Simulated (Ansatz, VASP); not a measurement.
# Sn5GeSe6 in VASP and in Ansatz

```
Sn Ge Se
1.0
     4.22428    0.00000    0.00000
    -2.11214    3.65833    0.00000
     0.00000    0.00000   20.80070
Sn Ge Se
5 1 6
Direct
  0.33333 0.66667 0.82958
  0.66667 0.33333 0.65905
  0.33333 0.66667 0.34095
  0.66667 0.33333 0.17042
  0.00000 0.00000 0.00000
  0.00000 0.00000 0.50000
  0.00000 0.00000 0.74439
  0.33333 0.66667 0.57408
  0.66667 0.33333 0.42592
  0.00000 0.00000 0.25561
  0.33333 0.66667 0.08518
  0.66667 0.33333 0.91482
```

Alike in both runs: functional PBE; k mesh 6 × 6 × 1; occupations gaussian, width 0.1 eV; no spin polarisation.

Ansatz relaxed the structure, and its values are those at the end. VASP's run is a single point on that final structure, the one shown.

|  | VASP | Ansatz |
| --- | --- | --- |
| version | VASP 6.6.1 | Ansatz 0.2.0 |
| potentials or method | VASP PAW PBE potentials, release 64 (Sn_d, Ge_d, Se), cutoff 520 eV | scalar-relativistic, plane waves, PAW |
| valence electrons in the cell | 120 | 180 |

|  | VASP | Ansatz | Ansatz less VASP |
| --- | --- | --- | --- |
| gap on the k mesh at the Fermi level (eV) | 0.43 | 0.43 | -0.001 |
| least direct gap on the mesh (eV) | 0.46 | 0.46 | -0.001 |
| pressure (GPa) | 0.0 | 0.0 | -0.01 |
| rms of the force components (eV/Å) | 0.004 | 0.004 | 0.0000 |

VASP's potentials hold 120 valence electrons a cell and Ansatz's 180, so a difference there can come from the potentials and not from the codes.
